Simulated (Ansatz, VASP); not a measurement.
**MgO in VASP and in Ansatz**

```xyz
12
Lattice="3.0079 0.0000 0.0000 0.0000 3.0079 0.0000 0.0000 0.0000 25.6346" Properties=species:S:1:pos:R:3 pbc="T T T"
Mg    1.5040    1.5040    7.5000
Mg    0.0000    0.0000    9.6269
Mg    1.5040    1.5040   11.7538
Mg    0.0000    0.0000   13.8808
Mg    1.5040    1.5040   16.0077
Mg    0.0000    0.0000   18.1346
O     0.0000    0.0000    7.5000
O     1.5040    1.5040    9.6269
O     0.0000    0.0000   11.7538
O     1.5040    1.5040   13.8808
O     0.0000    0.0000   16.0077
O     1.5040    1.5040   18.1346
```

Alike in both runs: task single point; functional PBE; k mesh 9 × 9 × 1; occupations gaussian, width 0.05 eV; no spin polarisation.

```csv
,VASP,Ansatz
version,VASP 6.6.1,Ansatz 0.2.0
potentials or method,"VASP PAW PBE potentials, release 64 (Mg, O), cutoff 520 eV","scalar-relativistic, plane waves, PAW"
valence electrons in the cell,48,96
```

```csv
,VASP,Ansatz,Ansatz less VASP
gap on the k mesh at the Fermi level (eV),3.27,3.30,+0.024
least direct gap on the mesh (eV),3.27,3.30,+0.024
rms of the force components (eV/Å),0.153,0.146,-0.0070
```

The functional is the same, so the differences come from potentials, cutoffs and numerics. VASP's potentials hold 48 valence electrons a cell and Ansatz's 96, so a difference there can come from the potentials and not from the codes.
